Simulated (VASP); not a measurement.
Write the native input for VASP 6.6.1 that does the following.

```yaml
Task: single point
Functional: PBE
Potentials_or_basis: VASP PAW PBE potentials, release 64 (Tl_d, Zn, Cl)
Cutoff: 520 eV
k_mesh: 6 × 6 × 6
Occupations: gaussian, width 0.01 eV
Spin: no spin polarisation
Dipole_correction: no
Further_INCAR_settings: ALGO = Normal; EDIFF = 1e-07; NBANDS = 31
```

The structure of TlZnCl3 lies in POSCAR:

```
TlZnCl3
1.0
    4.9070056205      0.0000000000      0.0000000000
    0.0000000000      4.9070056205      0.0000000000
    0.0000000000      0.0000000000      4.9070056205
Tl Zn Cl
1 1 3
Direct
    0.0000000000      0.0000000000      0.0000000000
    0.5000000000      0.5000000000      0.5000000000
    0.5000000000      0.5000000000      0.0000000000
    0.5000000000      0.0000000000      0.5000000000
    0.0000000000      0.5000000000      0.5000000000
```

The input as run:

INCAR

```
SYSTEM = TlZnCl3
PREC = Accurate
ENCUT = 520
EDIFF = 1E-7
ISMEAR = 0
SIGMA = 0.01
LREAL = .False.
LASPH = .True.
NELM = 60
ALGO = Normal
ISIF = 2
LWAVE = .False.
LCHARG = .True.
GGA = PE
LELF = .True.
LVHAR = .True.
NBANDS = 31
```

KPOINTS

```
regular mesh
0
Gamma
  6 6 6
  0 0 0
```

Potentials or basis: VASP PAW PBE potentials, release 64 (Tl_d, Zn, Cl).

Run with:

```bash
$ cat potpaw_PBE.64/Tl_d/POTCAR potpaw_PBE.64/Zn/POTCAR potpaw_PBE.64/Cl/POTCAR > POTCAR
$ mpirun -np 1 vasp_std > vasp.out
```

Results of the run:

```
Pressure               : 1.7 GPa
Band gap on the k mesh : 1.64 eV (least direct gap 2.30 eV)
```

Caveat: spin-orbit coupling is left out, which moves the levels of the heavy elements.

Run time: 24 s on 1 thread of Intel(R) Xeon(R) 6975P-C (Granite Rapids), on a shared host, peak memory 0.24 GiB.
